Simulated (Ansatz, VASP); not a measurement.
**Two plane-wave programs on Pb**

```
Pb
1.0
     3.38239    0.00000    0.00000
     0.00000    3.38239    0.00000
     0.00000    0.00000    3.38239
Pb
1
Direct
  0.00000 0.00000 0.00000
```

Alike in both runs: task single point; functional RPBE; k mesh 11 × 11 × 11; occupations fermi-dirac, width 0.1 eV; no spin polarisation.

|  | VASP | Ansatz |
| --- | --- | --- |
| version | VASP 6.6.1 | Ansatz 0.2.0 |
| potentials or method | VASP PAW PBE potentials, release 64 (Pb_d), cutoff 520 eV | plane waves (420 eV) with PAW, scalar-relativistic |
| valence electrons in the cell | 14 | 14 |

|  | VASP | Ansatz | Ansatz less VASP |
| --- | --- | --- | --- |
| pressure (GPa) | -1.9 | -1.9 | +0.02 |

VASP's potentials were made for PBE, not for RPBE. The functional is the same, so the differences come from potentials, cutoffs and numerics.

Neither program's run includes spin-orbit coupling.
